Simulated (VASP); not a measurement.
# GaSb (scan) (F-43m) in VASP: notebook, part 2 of 2

VASP 6.6.1.

## Step 6: Relaxation of cell and atoms, r2SCAN

The input, POSCAR:

```
GaSb
1.0
    0.0000000000      3.0480000000      3.0480000000
    3.0480000000      0.0000000000      3.0480000000
    3.0480000000      3.0480000000      0.0000000000
Ga Sb
1 1
Direct
    0.0000000000      0.0000000000      0.0000000000
    0.2500000000      0.2500000000      0.2500000000
```

The input, INCAR.step1:

```
  PREC = Accurate
  ENCUT = 600
  ISMEAR = 0
  SIGMA = 0.02
  LREAL = False
  LASPH = True
  NELM = 80
  GGA = PE
  ALGO = Normal
  EDIFF = 1E-4
  LWAVE = True
  LCHARG = False
```

The input, INCAR.step2:

```
  PREC = Accurate
  ENCUT = 600
  EDIFF = 1E-7
  ISMEAR = 0
  SIGMA = 0.02
  LREAL = False
  LASPH = True
  NELM = 80
  ALGO = Normal
  ISIF = 3
  LWAVE = False
  LCHARG = False
  METAGGA = R2SCAN
  LMIXTAU = True
  IBRION = 2
  NSW = 100
  EDIFFG = -0.002
  ISTART = 1
```

The input, KPOINTS:

```
Automatic mesh
0
Gamma
  8 8 8
```

Potentials or basis: VASP PAW PBE potentials, release 64 (Ga_d, Sb).

Run with:

```bash
> cat potpaw_PBE.64/Ga_d/POTCAR potpaw_PBE.64/Sb/POTCAR > POTCAR
> cp INCAR.step1 INCAR
> mpirun -np 1 vasp_std > vasp.out
> cp INCAR.step2 INCAR
> mpirun -np 1 vasp_std > vasp.out
```

OUTCAR:

```text
PREC = Accurate
   ENCUT = 600
   EDIFF = 1E-7
   ISMEAR = 0
   LREAL = False
   LASPH = True
   NELM = 80
   ISIF = 3
   METAGGA = R2SCAN
   IBRION = 2
   NSW = 100
   EDIFFG = -0.002
   ISTART = 1

 ion  position               nearest neighbor table
   1  0.000  0.000  0.000-   2 2.64   2 2.64   2 2.64   2 2.64
   2  0.250  0.250  0.250-   1 2.64   1 2.64   1 2.64   1 2.64

  LATTYP: Found a face centered cubic cell.
 ALAT       =     6.0960000000

  Lattice vectors:

 A1 = (   0.0000000000,   3.0480000000,   3.0480000000)
 A2 = (   3.0480000000,   0.0000000000,   3.0480000000)
 A3 = (   3.0480000000,   3.0480000000,   0.0000000000)

Analysis of symmetry for initial positions (statically):
=====================================================================
 Subroutine PRICEL returns:
 Original cell was already a primitive cell.

 Routine SETGRP: Setting up the symmetry group for a
 face centered cubic supercell.

 Subroutine GETGRP returns: Found 24 space group operations
 (whereof 24 operations were pure point group operations)
 out of a pool of 48 trial point group operations.

The static configuration has the point symmetry T_d .

Analysis of symmetry for dynamics (positions and initial velocities):
=====================================================================
 Subroutine PRICEL returns:
 Original cell was already a primitive cell.

 Routine SETGRP: Setting up the symmetry group for a
 face centered cubic supercell.

 Subroutine GETGRP returns: Found 24 space group operations
 (whereof 24 operations were pure point group operations)
 out of a pool of 48 trial point group operations.

The dynamic configuration has the point symmetry T_d .

 Subroutine INISYM returns: Found 24 space group operations
 (whereof 24 operations are pure point group operations),
 and found     1 'primitive' translations

----------------------------------------------------------------------------------------

                                     Primitive cell

  volume of cell :      56.6337

  direct lattice vectors                    reciprocal lattice vectors
[... 125 lines left out ...]
   NGX = 17   NGY = 17   NGZ = 17

--------------------------------------- Ionic step        1  -------------------------------------------

 number of electron      18.0000007 magnetization

 Free energy of the ion-electron system (eV)
  ---------------------------------------------------
  ext. energy  EPLUGINS =         0.00000000
  ---------------------------------------------------
  free energy    TOTEN  =       -37.59795055 eV

  energy without entropy =      -37.59795055  energy(sigma->0) =      -37.59795055

------------------------ aborting loop because EDIFF is reached ----------------------------------------

  FORCE on cell =-STRESS in cart. coord.  units (eV):
  Direction    XX          YY          ZZ          XY          YZ          ZX
  --------------------------------------------------------------------------------------
  -------------------------------------------------------------------------------------
  Total        0.3742390      0.3742390      0.3742390      0.0000000      0.0000000      0.0000000
  in kB       10.5872874     10.5872874     10.5872874      0.0000000      0.0000000      0.0000000
  external PRESSURE =      10.5872874 kB  Pullay stress =       0.0000000 kB
[... 23 lines left out ...]
--------------------------------------- Ionic step        2  -------------------------------------------

 number of electron      18.0000000 magnetization

 E-fermi :   4.6076     XC(G=0):  -9.6463

 val. band max:        4.5205139910   @ k =   0.0000   0.0000   0.0000
 cond. band min:       4.8476171821   @ k =   0.0000   0.0000   0.0000
 fundamental gap:      0.3271031911
 Fermi energy:         4.6076025856

 k-point     1 :       0.0000    0.0000    0.0000
  band No.  band energies     occupation
      1     -10.9491      2.00000
      2     -10.9491      2.00000
      3     -10.9491      2.00000
      4     -10.8949      2.00000
      5     -10.8949      2.00000
      6      -7.2957      2.00000
      7       4.5205      2.00000
      8       4.5205      2.00000
      9       4.5205      2.00000
     10       4.8476      0.00000
     11       7.5061      0.00000
     12       7.5062      0.00000
     13       7.5062      0.00000
[... 439 lines left out ...]
--------------------------------------- Ionic step        4  -------------------------------------------

 number of electron      18.0000003 magnetization

 Free energy of the ion-electron system (eV)
  ---------------------------------------------------
  ext. energy  EPLUGINS =         0.00000000
  ---------------------------------------------------
  free energy    TOTEN  =       -37.60128750 eV

  energy without entropy =      -37.60128750  energy(sigma->0) =      -37.60128750

 E-fermi :   4.7217     XC(G=0):  -9.6847

 val. band max:        4.6051666815   @ k =   0.0000   0.0000   0.0000
 cond. band min:       4.9948166350   @ k =   0.0000   0.0000   0.0000
 fundamental gap:      0.3896499535
 Fermi energy:         4.7216901023

 k-point     1 :       0.0000    0.0000    0.0000
  band No.  band energies     occupation
      1     -10.8799      2.00000
      2     -10.8799      2.00000
      3     -10.8799      2.00000
      4     -10.8244      2.00000
      5     -10.8244      2.00000
      6      -7.2702      2.00000
      7       4.6051      2.00000
      8       4.6052      2.00000
      9       4.6052      2.00000
     10       4.9948      0.00000
     11       7.5879      0.00000
     12       7.5880      0.00000
     13       7.5880      0.00000
[... 397 lines left out ...]
  FREE ENERGIE OF THE ION-ELECTRON SYSTEM (eV)
  ---------------------------------------------------
  free  energy   TOTEN  =       -37.6012875024 eV

  energy  without entropy=      -37.6012875024  energy(sigma->0) =      -37.60128750

 reached required accuracy - stopping structural energy minimisation
```

OSZICAR.step1:

```text
N       E                     dE             d eps       ncg     rms          rms(c)
DAV:   1     0.825407207484E+02    0.82541E+02   -0.95036E+03   762   0.191E+03
DAV:   2    -0.119270287175E+01   -0.83733E+02   -0.81501E+02   834   0.333E+02
DAV:   3    -0.728126167958E+01   -0.60886E+01   -0.60429E+01   949   0.761E+01
DAV:   4    -0.738914026584E+01   -0.10788E+00   -0.10784E+00   871   0.113E+01
DAV:   5    -0.739206303290E+01   -0.29228E-02   -0.29227E-02   956   0.163E+00    0.324E+00
DAV:   6    -0.734748391731E+01    0.44579E-01   -0.73566E-02  1081   0.490E+00    0.195E+00
DAV:   7    -0.733391973282E+01    0.13564E-01   -0.44879E-02   864   0.198E+00    0.342E-01
DAV:   8    -0.733486700909E+01   -0.94728E-03   -0.48701E-03   917   0.988E-01    0.783E-02
DAV:   9    -0.733534131349E+01   -0.47430E-03   -0.74828E-04   852   0.238E-01    0.346E-02
DAV:  10    -0.733537832961E+01   -0.37016E-04   -0.50273E-05   627   0.567E-02
   1 F= -.73353783E+01 E0= -.73353783E+01  d E =-.305145E-07
```

Wall time 4.3 min (1 thread of Intel Xeon Platinum 8375C at 2.90GHz (Ice Lake), shared host); peak memory 0.24 GiB.

Results:

* Free energy: -37.6013 eV
* Relaxed volume: 28.85 Å³/atom
* Relaxed cell: a = 4.337 Å, b = 4.337 Å, c = 4.337 Å, α = 60.00°, β = 60.00°, γ = 60.00°
* Space group after relaxing (to 0.05 Å): F-43m (No. 216)
* Energy gained by relaxing: 1.7 meV/atom
* Ionic steps: 4
* Pressure after relaxing: 0.0 GPa
* Band gap on the k mesh: 0.39 eV, direct

Step by step:
| step | energy change (eV) | largest force (eV/Å) | pressure (GPa) | volume (Å³) |
| --- | --- | --- | --- | --- |
| 1 | 0.0000 | 0.0000 | 1.06 | 56.63 |
| 2 | -0.0026 | 0.0000 | -0.44 | 58.18 |
| 3 | -0.0033 | 0.0000 | 0.02 | 57.68 |
| 4 | -0.0033 | 0.0000 | 0.00 | 57.70 |

Final structure:
```
CELL_PARAMETERS angstrom
0.00000 3.06702 3.06702
3.06702 0.00000 3.06702
3.06702 3.06702 0.00000
ATOMIC_POSITIONS crystal
Ga 0.00000 0.00000 0.00000
Sb 0.25000 0.25000 0.25000
```

Caveat: the PAW data sets were made with another functional, which shifts forces and pressure a little; spin-orbit coupling is left out, which moves the levels of the heavy elements. A k mesh can miss the band edges.

## Step 7: The runs side by side

| task | cell | k mesh | cutoff (eV) | smearing | gap on the mesh (eV) | pressure (GPa) |
| --- | --- | --- | --- | --- | --- | --- |
| single point | a = 4.311 Å, angles 60.0°, 2 atoms | 6 × 6 × 6 | 520 | gaussian 0.1 eV | 0.53 | 1.1 |
| single point | a = 4.337 Å, angles 60.0°, 2 atoms | 8 × 8 × 8 | 520 | gaussian 0.02 eV | 0.39 | 0.1 |
| single point | a = 4.337 Å, angles 60.0°, 2 atoms | 8 × 8 × 8 | 520 | gaussian 0.01 eV | 0.39 | 0.1 |
| relaxation of cell and atoms | relaxed from a = 4.311 Å, angles 60.0°, 2 atoms | 8 × 8 × 8 | 600 | gaussian 0.02 eV | 0.39 | 0.0 |

Alike in all rows: level r2SCAN; potentials or basis VASP PAW PBE potentials, release 64 (Ga_d, Sb); no spin polarisation.

Caveats: the PAW data sets were made with another functional, which shifts forces and pressure a little; spin-orbit coupling is left out, which moves the levels of the heavy elements.

Absolute energies hang on the potentials; compare differences alone.
